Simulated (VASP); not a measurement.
# GaN (Fm-3m) in VASP: further runs, part 3 of 3

VASP 6.6.1. The steps go on from the part before.

## 5. Relaxation of cell and atoms, r2SCAN

This run uses another cell than the first one, of 9.72 Å³/atom.

Input file POSCAR:

```
GaN
1.0
    0.0000000000      2.1339983450      2.1339983450
    2.1339983450      0.0000000000      2.1339983450
    2.1339983450      2.1339983450      0.0000000000
Ga N
1 1
Direct
    0.0000000000      0.0000000000      0.0000000000
    0.5000000000      0.5000000000      0.5000000000
```

Input file INCAR.step1:

```
ALGO = Normal
EDIFF = 1E-4
ENCUT = 600
GGA = PE
ISMEAR = -1
LASPH = True
LCHARG = False
LREAL = False
LWAVE = True
NELM = 80
PREC = Accurate
SIGMA = 0.02
```

Input file INCAR.step2:

```
ALGO = Normal
EDIFF = 1E-6
EDIFFG = -0.005
ENCUT = 600
IBRION = 2
ISIF = 3
ISMEAR = -1
ISTART = 1
LASPH = True
LCHARG = False
LMIXTAU = True
LREAL = False
LWAVE = False
METAGGA = R2SCAN
NELM = 80
NSW = 80
PREC = Accurate
SIGMA = 0.02
```

Input file KPOINTS:

```
k-points
0
Gamma
  10 10 10
```

Potentials or basis: VASP PAW PBE potentials, release 64 (Ga_d, N).

On the command line:

```
cat potpaw_PBE.64/Ga_d/POTCAR potpaw_PBE.64/N/POTCAR > POTCAR
cp INCAR.step1 INCAR
mpirun -np 1 vasp_std > vasp.out
cp INCAR.step2 INCAR
mpirun -np 1 vasp_std > vasp.out
```

Run time: 5 min. Hardware: 1 thread of Intel Xeon 8259CL, shared host; peak memory 0.16 GiB.

It converged, with:

* Free energy: -20.9781 eV
* Relaxed volume: 9.42 Å³/atom
* Relaxed cell: a = 2.987 Å, b = 2.987 Å, c = 2.987 Å, α = 60.00°, β = 60.00°, γ = 60.00°
* Space group after relaxing (to 0.1 Å): Fm-3m (No. 225)
* Energy gained by relaxing: 6.9 meV/atom
* Ionic steps: 4
* Pressure after relaxing: 0.0 GPa
* Band gap on the k mesh: 1.14 eV (least direct gap 3.34 eV)

Step by step:
| step | energy change (eV) | largest force (eV/Å) | pressure (GPa) | volume (Å³) |
| --- | --- | --- | --- | --- |
| 1 | 0.0000 | 0.0000 | -7.02 | 19.44 |
| 2 | 0.0006 | 0.0000 | 8.27 | 18.26 |
| 3 | -0.0138 | 0.0000 | 0.14 | 18.84 |
| 4 | -0.0138 | 0.0000 | -0.05 | 18.85 |

Final structure:
```xyz
2
Lattice="0.0000 2.1123 2.1123 2.1123 0.0000 2.1123 2.1123 2.1123 0.0000" Properties=species:S:1:pos:R:3 pbc="T T T"
Ga    0.0000    0.0000    0.0000
N     2.1123    2.1123    2.1123
```

Levels at points of the mesh, in eV from the valence-band top:
```
           k point  band 7  band 8  band 9  band 10  band 11  band 12
(0.00, 0.00, 0.00)   -0.50   -0.50   -0.50     2.84    15.49    15.49
(0.50, 0.00, 0.00)   -8.33   -0.15   -0.15     5.40     9.85     9.85
(0.50, 0.50, 0.00)   -7.21   -3.10   -3.10     1.14     8.53    13.09
```

Caveat: the structure was generated, so it needn't be the stable form of GaN; the PAW data sets were made with another functional, which shifts forces and pressure a little. A k mesh can miss the band edges.

## 6. Single point, HSE06

This run uses another cell than the first one, of 9.32 Å³/atom.

Input file POSCAR:

```
GaN
1.0
    0.0000000000      2.1043323359      2.1043323359
    2.1043323359      0.0000000000      2.1043323359
    2.1043323359      2.1043323359      0.0000000000
Ga N
1 1
Direct
    0.0000000000      0.0000000000      0.0000000000
    0.5000000000      0.5000000000      0.5000000000
```

Input file INCAR.step1:

```
  ALGO = Normal
  EDIFF = 1E-5
  ENCUT = 520
  GGA = PE
  ISIF = 2
  ISMEAR = -1
  LASPH = T
  LCHARG = F
  LREAL = F
  LWAVE = T
  NBANDS = 16
  NELM = 60
  PREC = Accurate
  SIGMA = 0.02
```

Input file INCAR.step2:

```
  ALGO = Normal
  EDIFF = 1E-6
  ENCUT = 520
  GGA = PE
  HFSCREEN = 0.2079
  ISIF = 2
  ISMEAR = -1
  ISTART = 1
  LASPH = T
  LCHARG = F
  LHFCALC = T
  LREAL = F
  LWAVE = F
  NBANDS = 16
  NELM = 60
  PREC = Accurate
  PRECFOCK = Normal
  SIGMA = 0.02
```

Input file KPOINTS:

```
k-points
0
Gamma
  6 6 6
```

Potentials or basis: VASP PAW PBE potentials, release 64 (Ga_d, N).

On the command line:

```
cat potpaw_PBE.64/Ga_d/POTCAR potpaw_PBE.64/N/POTCAR > POTCAR
cp INCAR.step1 INCAR
mpirun -np 1 vasp_std > vasp.out
cp INCAR.step2 INCAR
mpirun -np 1 vasp_std > vasp.out
```

Run time: 66 min. Hardware: 1 thread of Intel Xeon 8259CL, shared host; peak memory 0.26 GiB.

It converged, with:

```
Free energy            : -13.7797 eV
Pressure               : 1.1 GPa
Band gap on the k mesh : 1.93 eV (least direct gap 4.24 eV)
```

Levels at points of the mesh, in eV from the valence-band top:
| k point | band 5 | band 6 | band 7 | band 8 | band 9 | band 10 | band 11 | band 12 | band 13 | band 14 |
| --- | --- | --- | --- | --- | --- | --- | --- | --- | --- | --- |
| (0.00, 0.00, 0.00) | -16.22 | -16.22 | -0.54 | -0.54 | -0.54 | 3.70 | 16.21 | 16.21 | 16.21 | 17.61 |
| (0.50, 0.00, 0.00) | -16.05 | -15.72 | -9.01 | -0.22 | -0.22 | 6.00 | 10.68 | 10.68 | 11.70 | 18.17 |
| (0.50, 0.50, 0.00) | -15.98 | -12.61 | -7.83 | -3.33 | -3.33 | 1.93 | 8.95 | 14.11 | 16.83 | 16.83 |

Caveat: the k points lie up to 0.43 Å⁻¹ apart; the structure was generated, so it needn't be the stable form of GaN; the PAW data sets were made with another functional, which shifts forces and pressure a little. A k mesh can miss the band edges.

## 7. Overview

| task | level | potentials or basis | cell | k mesh | cutoff (eV) | grid for exact exchange (PRECFOCK) | share of exact exchange | screening parameter | gap on the mesh (eV) | pressure (GPa) | relaxed volume (Å³/atom) |
| --- | --- | --- | --- | --- | --- | --- | --- | --- | --- | --- | --- |
| relaxation of cell and atoms | PBE | VASP PAW PBE potentials, release 64 (Ga_d, N) | relaxed from a = 2.753 Å, angles 60.0°, 2 atoms | 10 × 10 × 10 | 600 | - | - | - | 0.42 | 0.0 | 9.75 |
| relaxation of cell and atoms | PBEsol | VASP PAW PBE potentials, release 64 (Ga_d, N) | relaxed from a = 3.018 Å, angles 60.0°, 2 atoms | 10 × 10 × 10 | 600 | - | - | - | 0.56 | 0.0 | 9.40 |
| relaxation of cell and atoms | LDA | VASP PAW LDA potentials, release 64 (Ga_d, N) | relaxed from a = 3.018 Å, angles 60.0°, 2 atoms | 10 × 10 × 10 | 600 | - | - | - | 0.61 | 0.0 | 9.18 |
| relaxation of cell and atoms | r2SCAN | VASP PAW PBE potentials, release 64 (Ga_d, N) | relaxed from a = 3.018 Å, angles 60.0°, 2 atoms | 10 × 10 × 10 | 600 | - | - | - | 1.14 | 0.0 | 9.42 |
| single point | HSE06 | VASP PAW PBE potentials, release 64 (Ga_d, N) | a = 2.976 Å, angles 60.0°, 2 atoms | 6 × 6 × 6 | 520 | Normal | 0.25 | 0.2079 1/Å | 1.93 | 1.1 | - |

Alike in all rows: no spin polarisation; smearing fermi-dirac 0.02 eV.

Caveats: some runs use coarse meshes; the structure was generated, so it needn't be the stable form of GaN; the PAW data sets were made with another functional, which shifts forces and pressure a little (at least some runs); the volume moved by over 15 % at a fixed basis, so the end points are rough (at least some runs).

Absolute energies hang on the potentials; compare differences alone.
